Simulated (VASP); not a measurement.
Cu:

```
CELL_PARAMETERS angstrom
1.21846 -3.97638 0.00000
1.21846 3.97638 0.00000
0.00000 0.00000 2.47550
ATOMIC_POSITIONS crystal
Cu 0.13387 0.86613 0.25000
Cu 0.86613 0.13387 0.75000
```

- Program: VASP 6.6.1
- Task: relaxation of cell and atoms
- Functional: PBEsol
- Dispersion: D3(BJ)
- Potentials or basis: VASP PAW PBE potentials, release 64 (Cu)
- Cutoff: 600 eV
- k mesh: 12 × 12 × 11
- Occupations: methfessel-paxton, width 0.1 eV
- Spin: no spin polarisation

At the start: pressure -7.7 GPa; volume 11.99 Å³/atom.

Q: How do energy, volume and symmetry change on relaxing?

A: Over 8 steps the energy falls by 15.6 meV/atom and the volume is 11.39 Å³/atom (-5.1 %); space group Cmcm (No. 63, to 0.1 Å) before and after.

Step by step:
```
step  energy change (eV)  largest force (eV/Å)  pressure (GPa)  volume (Å³)
   1              0.0000                0.0012           -7.75        23.99
   2             -0.0165                0.1232            6.29        22.03
   3             -0.0308                0.0704           -0.01        22.79
   4             -0.0308                0.0720            0.19        22.76
   5             -0.0311                0.0161            0.22        22.75
   6             -0.0311                0.0041            0.20        22.75
   7             -0.0311                0.0001           -0.15        22.79
   8             -0.0312                0.0018            0.02        22.77
```

Final structure:
```yaml
crystal:
  lattice:
    - [1.19568, -3.90675, 0.00000]
    - [1.19568, 3.90675, 0.00000]
    - [0.00000, 0.00000, 2.43749]
  atoms:
    - { symbol: Cu, position: [0.13336, 0.86664, 0.25000] }
    - { symbol: Cu, position: [0.86664, 0.13336, 0.75000] }
```

Caveat: the PAW data sets were made with another functional, which shifts forces and pressure a little.
